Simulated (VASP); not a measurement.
# DyGe3P (Pm-3m) in VASP: a series of runs, part 2 of 3

VASP 6.6.1. Earlier steps stand in the parts before.

### 3 Single point, PBE

This run uses another cell than the first one, of 21.45 Å³/atom.

INCAR

```
PREC = Accurate
ENCUT = 500
EDIFF = 1E-6
ISMEAR = 0
SIGMA = 0.1
LREAL = F
LASPH = T
NELM = 200
ALGO = Normal
ISIF = 2
LWAVE = F
LCHARG = F
GGA = PE
NBANDS = 36
GGA_COMPAT = F
LMAXMIX = 6
```

KPOINTS

```
regular mesh
0
Gamma
  4 4 4
```

POSCAR

```
DyGe3P
1.0
    4.7513284461      0.0000000000      0.0000000000
    0.0000000000      4.7513284461      0.0000000000
    0.0000000000      0.0000000000      4.7513284461
Dy Ge P
1 3 1
Direct
    0.0000000000      0.0000000000      0.0000000000
    0.0000000000      0.5000000000      0.5000000000
    0.5000000000      0.0000000000      0.5000000000
    0.5000000000      0.5000000000      0.0000000000
    0.5000000000      0.5000000000      0.5000000000
```

Potentials or basis: VASP PAW PBE potentials, release 64 (Dy_3, Ge_d, P), 4f in core.

On the command line:

```sh
cat potpaw_PBE.64/Dy_3/POTCAR potpaw_PBE.64/Ge_d/POTCAR potpaw_PBE.64/P/POTCAR > POTCAR
mpirun -np 1 vasp_std > vasp.out
```

OUTCAR:

```text
PREC = Accurate
   ENCUT = 500
   EDIFF = 1E-6
   ISMEAR = 0
   LREAL = F
   LASPH = T
   NELM = 200
   ISIF = 2
   GGA = PE

 ion  position               nearest neighbor table
   1  0.000  0.000  0.000-   2 3.36   3 3.36   4 3.36   2 3.36   3 3.36   2 3.36   4 3.36   2 3.36
                             3 3.36   4 3.36   3 3.36   4 3.36
   2  0.000  0.500  0.500-   5 2.38   5 2.38   1 3.36   1 3.36   1 3.36   1 3.36
   3  0.500  0.000  0.500-   5 2.38   5 2.38   1 3.36   1 3.36   1 3.36   1 3.36
[... 580 lines left out ...]
  -------------------------------------------------------------------------------------
  Total        0.3421271      0.3421271      0.3421271      0.0000000      0.0000000     -0.0000000
  in kB        5.1103768      5.1103768      5.1103768      0.0000000      0.0000000     -0.0000000
  external PRESSURE =       5.1103768 kB  Pullay stress =       0.0000000 kB

 VOLUME and BASIS-vectors are now :
 -----------------------------------------------------------------------------
  energy-cutoff  :      500.00
  volume of cell :      107.26
      direct lattice vectors                 reciprocal lattice vectors
     4.751328446  0.000000000  0.000000000     0.210467454  0.000000000  0.000000000
     0.000000000  4.751328446  0.000000000     0.000000000  0.210467454  0.000000000
     0.000000000  0.000000000  4.751328446     0.000000000  0.000000000  0.210467454

 POSITION                                       TOTAL-FORCE (eV/Angst)
 -----------------------------------------------------------------------------------
      0.00000      0.00000      0.00000         0.000000      0.000000      0.000000
      0.00000      2.37566      2.37566         0.000000      0.000000      0.000000
      2.37566      0.00000      2.37566         0.000000      0.000000      0.000000
      2.37566      2.37566      0.00000         0.000000      0.000000      0.000000
      2.37566      2.37566      2.37566         0.000000      0.000000      0.000000
 -----------------------------------------------------------------------------------
    total drift:                                0.000000      0.000000      0.000000

  FREE ENERGIE OF THE ION-ELECTRON SYSTEM (eV)
  ---------------------------------------------------
  free  energy   TOTEN  =       -22.7634688336 eV

  energy  without entropy=      -22.7442903550  energy(sigma->0) =      -22.75387959
```

OSZICAR:

```text
N       E                     dE             d eps       ncg     rms          rms(c)
DAV:   1     0.500468788008E+03    0.50047E+03   -0.26150E+04   880   0.340E+03
DAV:   2     0.645075691908E+02   -0.43596E+03   -0.42529E+03   720   0.797E+02
DAV:   3    -0.184248627513E+02   -0.82932E+02   -0.81573E+02   852   0.201E+02
DAV:   4    -0.228968051735E+02   -0.44719E+01   -0.44412E+01   872   0.529E+01
DAV:   5    -0.230001692299E+02   -0.10336E+00   -0.10320E+00   856   0.837E+00    0.157E+01
DAV:   6    -0.227823336065E+02    0.21784E+00   -0.37110E-01   924   0.362E+00    0.977E+00
DAV:   7    -0.227740962263E+02    0.82374E-02   -0.30373E-01   964   0.349E+00    0.122E+00
DAV:   8    -0.227637881365E+02    0.10308E-01   -0.10501E-01   984   0.277E+00    0.282E-01
DAV:   9    -0.227634398478E+02    0.34829E-03   -0.10186E-02   972   0.764E-01    0.221E-01
DAV:  10    -0.227635067771E+02   -0.66929E-04   -0.10776E-03   852   0.229E-01    0.104E-01
DAV:  11    -0.227634719384E+02    0.34839E-04   -0.14919E-04  1024   0.766E-02    0.189E-02
DAV:  12    -0.227634687418E+02    0.31965E-05   -0.49561E-05   932   0.397E-02    0.149E-02
DAV:  13    -0.227634688336E+02   -0.91786E-07   -0.46406E-06   712   0.156E-02
   1 F= -.22763469E+02 E0= -.22753880E+02  d E =-.191785E-01
```

It took 18 s on 1 thread of Intel Xeon 6975P-C (Granite Rapids), shared host; peak memory 0.22 GiB.

What came out:

```
Free energy            : -22.7635 eV
Pressure               : 0.5 GPa
Band gap on the k mesh : zero (bands 28 and 29 overlap by 1.46 eV)
```

Caveat: spin-orbit coupling is left out, which moves the levels of the heavy elements; the 4f electrons are frozen in the core, so they carry no moment and show no levels. Spin polarisation is off, so any magnetic state and its effect on volume and gap are missing.

### 4 Relaxation of cell and atoms, PBE

INCAR

```
PREC = Accurate
ENCUT = 500
EDIFF = 1E-7
ISMEAR = 0
SIGMA = 0.1
LREAL = False
LASPH = True
NELM = 200
ALGO = Normal
ISIF = 3
LWAVE = False
LCHARG = False
GGA = PE
IBRION = 2
NSW = 90
EDIFFG = -0.04
GGA_COMPAT = False
NELMIN = 4
LMAXMIX = 6
```

KPOINTS

```
Automatic mesh
0
Gamma
  4 4 4
```

POSCAR: that of step 3 with these lines changed.

```diff
@@ -2,5 +2,5 @@
 1.0
-    4.7513284461      0.0000000000      0.0000000000
-    0.0000000000      4.7513284461      0.0000000000
-    0.0000000000      0.0000000000      4.7513284461
+    4.5548539500      0.0000000000      0.0000000000
+    0.0000000000      4.5548539500      0.0000000000
+    0.0000000000      0.0000000000      4.5548539500
 Dy Ge P
```

Potentials or basis: VASP PAW PBE potentials, release 64 (Dy_3, Ge_d, P), 4f in core.

On the command line:

```sh
cat potpaw_PBE.64/Dy_3/POTCAR potpaw_PBE.64/Ge_d/POTCAR potpaw_PBE.64/P/POTCAR > POTCAR
mpirun -np 1 vasp_std > vasp.out
```

OUTCAR:

```text
PREC = Accurate
   ENCUT = 500
   EDIFF = 1E-7
   ISMEAR = 0
   LREAL = False
   LASPH = True
   NELM = 200
   ISIF = 3
   GGA = PE
   IBRION = 2
   NSW = 90
   EDIFFG = -0.04
   NELMIN = 4

 ion  position               nearest neighbor table
   1  0.000  0.000  0.000-   2 3.22   3 3.22   4 3.22   2 3.22   3 3.22   2 3.22   4 3.22   2 3.22
                             3 3.22   4 3.22   3 3.22   4 3.22
   2  0.000  0.500  0.500-   5 2.28   5 2.28   1 3.22   1 3.22   1 3.22   1 3.22
   3  0.500  0.000  0.500-   5 2.28   5 2.28   1 3.22   1 3.22   1 3.22   1 3.22
   4  0.500  0.500  0.000-   5 2.28   5 2.28   1 3.22   1 3.22   1 3.22   1 3.22
   5  0.500  0.500  0.500-   2 2.28   3 2.28   4 2.28   4 2.28   3 2.28   2 2.28

  LATTYP: Found a simple cubic cell.
 ALAT       =     4.5548539500

  Lattice vectors:

 A1 = (   4.5548539500,   0.0000000000,   0.0000000000)
 A2 = (   0.0000000000,   4.5548539500,   0.0000000000)
 A3 = (   0.0000000000,   0.0000000000,   4.5548539500)

Analysis of symmetry for initial positions (statically):
=====================================================================
 Subroutine PRICEL returns:
 Original cell was already a primitive cell.

 Routine SETGRP: Setting up the symmetry group for a
 simple cubic supercell.

 Subroutine GETGRP returns: Found 48 space group operations
 (whereof 48 operations were pure point group operations)
 out of a pool of 48 trial point group operations.

The static configuration has the point symmetry O_h .

Analysis of symmetry for dynamics (positions and initial velocities):
=====================================================================
 Subroutine PRICEL returns:
 Original cell was already a primitive cell.

 Routine SETGRP: Setting up the symmetry group for a
 simple cubic supercell.

 Subroutine GETGRP returns: Found 48 space group operations
 (whereof 48 operations were pure point group operations)
 out of a pool of 48 trial point group operations.

The dynamic configuration has the point symmetry O_h .

 Subroutine INISYM returns: Found 48 space group operations
 (whereof 48 operations are pure point group operations),
 and found     1 'primitive' translations

----------------------------------------------------------------------------------------

                                     Primitive cell

  volume of cell :      94.4982

  direct lattice vectors                    reciprocal lattice vectors
     4.554853950  0.000000000  0.000000000     0.219546008  0.000000000  0.000000000
     0.000000000  4.554853950  0.000000000     0.000000000  0.219546008  0.000000000
     0.000000000  0.000000000  4.554853950     0.000000000  0.000000000  0.219546008

  length of vectors
     4.554853950  4.554853950  4.554853950     0.219546008  0.219546008  0.219546008

  position of ions in fractional coordinates (direct lattice)
     0.000000000  0.000000000  0.000000000
     0.000000000  0.500000000  0.500000000
     0.500000000  0.000000000  0.500000000
     0.500000000  0.500000000  0.000000000
     0.500000000  0.500000000  0.500000000

  ion indices of the primitive-cell ions
   primitive index   ion index
                 1           1
                 2           2
                 3           3
                 4           4
                 5           5

----------------------------------------------------------------------------------------

 KPOINTS: Automatic mesh

Automatic generation of k-mesh.
 Grid dimensions read from file:
 generate k-points for:    4    4    4

 Generating k-lattice:

  Cartesian coordinates                     Fractional coordinates (reciprocal lattice)
     0.054886502  0.000000000  0.000000000     0.250000000  0.000000000  0.000000000
     0.000000000  0.054886502  0.000000000     0.000000000  0.250000000  0.000000000
     0.000000000  0.000000000  0.054886502     0.000000000  0.000000000  0.250000000

  Length of vectors
     0.054886502  0.054886502  0.054886502

  Shift w.r.t. Gamma in fractional coordinates (k-lattice)
     0.000000000  0.000000000  0.000000000

 Subroutine IBZKPT returns following result:
 ===========================================

 Found     10 irreducible k-points:

 Following reciprocal coordinates:
            Coordinates               Weight
  0.000000  0.000000  0.000000      1.000000
  0.250000  0.000000  0.000000      6.000000
  0.500000  0.000000  0.000000      3.000000
  0.250000  0.250000  0.000000     12.000000
  0.500000  0.250000  0.000000     12.000000
  0.500000  0.500000  0.000000      3.000000
  0.250000  0.250000  0.250000      8.000000
  0.500000  0.250000  0.250000     12.000000
  0.500000  0.500000  0.250000      6.000000
  0.500000  0.500000  0.500000      1.000000
   k-points           NKPTS =     10   k-points in BZ     NKDIM =     10   number of bands    NBANDS=     33
   number of dos      NEDOS =    301   number of ions     NIONS =      5
   total plane-waves  NPLWV =  46656
   dimension x,y,z NGX =    36 NGY =   36 NGZ =   36
   dimension x,y,z NGXF=    72 NGYF=   72 NGZF=   72
   ions per type =               1   3   1
   NGX,Y,Z   is equivalent  to a cutoff of  13.14, 13.14, 13.14 a.u.
   NGXF,Y,Z  is equivalent  to a cutoff of  26.28, 26.28, 26.28 a.u.
 SYSTEM =  unknown system
   PREC   = accura    normal or accurate (medium, high low for compatibility)
   ISTART =      0    job   : 0-new  1-cont  2-samecut
   ICHARG =      2    charge: 1-file 2-atom 10-const
   ISPIN  =      1    spin polarized calculation?
   LNONCOLLINEAR =      F non collinear calculations
   LSORBIT =      F    spin-orbit coupling
   LASPH  =      T    aspherical Exc in radial PAW
   ENCUT  =  500.0 eV  36.75 Ry    6.06 a.u.   8.30  8.30  8.30*2*pi/ulx,y,z
   NELM   =    200;   NELMIN=  4; NELMDL= -5     # of ELM steps
   EDIFF  = 0.1E-06   stopping-criterion for ELM
   LREAL  =      F    real-space projection
   EDIFFG = -.4E-01   stopping-criterion for IOM
   NSW    =     90    number of steps for IOM
   IBRION =      2    ionic relax: 0-MD 1-quasi-New 2-CG
   NFREE  =      1    steps in history (QN), initial steepest desc. (CG)
   ISIF   =      3    stress and relaxation
   ISYM   =      2    0-nonsym 1-usesym 2-fastsym
   POTIM  = 0.5000    time-step for ionic-motion
   TEBEG  =    0.0;   TEEND  =   0.0 temperature during run
   PSTRESS=    0.0 pullay stress
   NELECT =      56.0000    total number of electrons
   NUPDOWN=      -1.0000    fix difference up-down
   EMIN   =  10.00;   EMAX   =-10.00  energy-range for DOS
   EFERMI =   0.00;   METHOD = LEGACY
   ISMEAR =     0;   SIGMA  =   0.10  broadening in eV -4-tet -1-fermi 0-gaus
   EFERMI_NEDOS =   21; number of points for ismear=-14 and -15
   IALGO  =     38    algorithm
   IMIX   =      4    mixing-type and parameters
     AMIX     =   0.40;   BMIX     =  1.00
     AMIX_MAG =   1.60;   BMIX_MAG =  1.00
  volume/ion in A,a.u.               =      18.90       127.54
  Fermi-wavevector in a.u.,A,eV,Ry     =   1.375086  2.598535 25.726716  1.890860
  Thomas-Fermi vector in A             =   2.500453
   LORBIT       =      0    0 simple, 1 ext, 2 COOP (PROOUT), +10 PAW based schemes
   GGA     = PE    functional components
   LHFCALC =     F    Hartree Fock is set to
   AEXX    =    0.0000 exact exchange contribution
   IVDW    =     0    specifies the selected vdW correction
   LEPSILON=     F    determine dielectric tensor
   LRPA    =     F    only Hartree local field effects (RPA)
 conjugate gradient relaxation of ions
 non-spin polarized calculation
 Gauss-broadening in eV      SIGMA  =   0.10
  energy-cutoff  :      500.00
  volume of cell :       94.50
 maximum number of plane-waves:      2440
 NGX is ok and might be reduce to    36
   NGX = 17   NGY = 17   NGZ = 17

--------------------------------------- Ionic step        1  -------------------------------------------

 number of electron      55.9999970 magnetization

 Free energy of the ion-electron system (eV)
  ---------------------------------------------------
  ext. energy  EPLUGINS =         0.00000000
  ---------------------------------------------------
  free energy    TOTEN  =       -22.27998420 eV

  energy without entropy =      -22.25582319  energy(sigma->0) =      -22.26790369

------------------------ aborting loop because EDIFF is reached ----------------------------------------

  FORCE on cell =-STRESS in cart. coord.  units (eV):
  Direction    XX          YY          ZZ          XY          YZ          ZX
  --------------------------------------------------------------------------------------
  -------------------------------------------------------------------------------------
  Total        7.4796221      7.4796221      7.4796221      0.0000000      0.0000000     -0.0000000
  in kB      126.8139027    126.8139027    126.8139027      0.0000000      0.0000000     -0.0000000
  external PRESSURE =     126.8139027 kB  Pullay stress =       0.0000000 kB
[... 63 lines left out ...]
  energy  without entropy=      -22.5966885367  energy(sigma->0) =      -22.60707655

--------------------------------------- Ionic step        3  -------------------------------------------

 number of electron      56.0000016 magnetization

 Free energy of the ion-electron system (eV)
  ---------------------------------------------------
  ext. energy  EPLUGINS =         0.00000000
  ---------------------------------------------------
  free energy    TOTEN  =       -22.75320652 eV

  energy without entropy =      -22.73403063  energy(sigma->0) =      -22.74361857

 E-fermi :   5.5938     XC(G=0): -10.5512

 val. band max:        5.5551437836   @ k =   0.5000   0.2500   0.0000
 cond. band min:       5.6072055753   @ k =   0.5000   0.0000   0.0000
 fundamental gap:      0.0520617917
 Fermi energy:         5.5938442965

 k-point     1 :       0.0000    0.0000    0.0000
  band No.  band energies     occupation
      1     -19.0399      2.00000
      2     -18.9666      2.00000
      3     -18.9666      2.00000
      4     -18.9504      2.00000
      5     -18.9504      2.00000
      6     -18.9504      2.00000
[... 381 lines left out ...]
  FREE ENERGIE OF THE ION-ELECTRON SYSTEM (eV)
  ---------------------------------------------------
  free  energy   TOTEN  =       -22.7532065199 eV

  energy  without entropy=      -22.7340306271  energy(sigma->0) =      -22.74361857

 reached required accuracy - stopping structural energy minimisation
```

It took 52 s on 1 thread of Intel Xeon 6975P-C (Granite Rapids), shared host; peak memory 0.23 GiB.

Results:

| Property | Result |
| --- | --- |
| Free energy | -22.7532 eV |
| Relaxed volume | 21.58 Å³/atom |
| Relaxed cell | a = 4.760 Å, b = 4.760 Å, c = 4.760 Å, α = 90.00°, β = 90.00°, γ = 90.00° |
| Space group after relaxing (to 0.1 Å) | Pm-3m (No. 221) |
| Energy gained by relaxing | 94.6 meV/atom |
| Ionic steps | 3 |
| Pressure after relaxing | 0.0 GPa |
| Band gap on the k mesh | zero (bands 28 and 29 overlap by 1.44 eV) |

The path:
```csv
step,energy change (eV),largest force (eV/Å),pressure (GPa),volume (Å³)
1,0.0000,0.0000,12.68,94.50
2,-0.3375,0.0000,-4.68,116.47
3,-0.4732,0.0000,-0.03,107.88
```

Final structure:
```cif
data_structure
_symmetry_space_group_name_H-M 'P 1'
_symmetry_Int_Tables_number 1
_cell_length_a 4.7604
_cell_length_b 4.7604
_cell_length_c 4.7604
_cell_angle_alpha 90.000
_cell_angle_beta 90.000
_cell_angle_gamma 90.000
_cell_volume 107.88
loop_
_atom_site_label
_atom_site_type_symbol
_atom_site_fract_x
_atom_site_fract_y
_atom_site_fract_z
_atom_site_occupancy
Dy1 Dy 0.00000 0.00000 0.00000 1
Ge1 Ge 0.00000 0.50000 0.50000 1
Ge2 Ge 0.50000 0.00000 0.50000 1
Ge3 Ge 0.50000 0.50000 0.00000 1
P1 P 0.50000 0.50000 0.50000 1
```

Levels at points of the mesh, in eV from the Fermi level:
```csv
k point,band 25,band 26,band 27,band 28,band 29,band 30,band 31,band 32
"(0.00, 0.00, 0.00)",-5.52,1.14,1.14,1.14,1.31,1.31,1.31,1.41
"(0.50, 0.00, 0.00)",-1.61,-1.29,-0.82,-0.82,0.01,0.01,0.45,1.84
"(0.50, 0.50, 0.00)",-1.62,-1.62,-0.15,-0.15,1.24,1.24,1.39,1.73
"(0.50, 0.50, 0.50)",-3.39,0.70,0.96,0.96,0.96,1.50,1.50,2.80
```

Caveat: spin-orbit coupling is left out, which moves the levels of the heavy elements; the 4f electrons are frozen in the core, so they carry no moment and show no levels. Spin polarisation is off, so any magnetic state and its effect on volume and gap are missing.

[end of part 2 of 3]
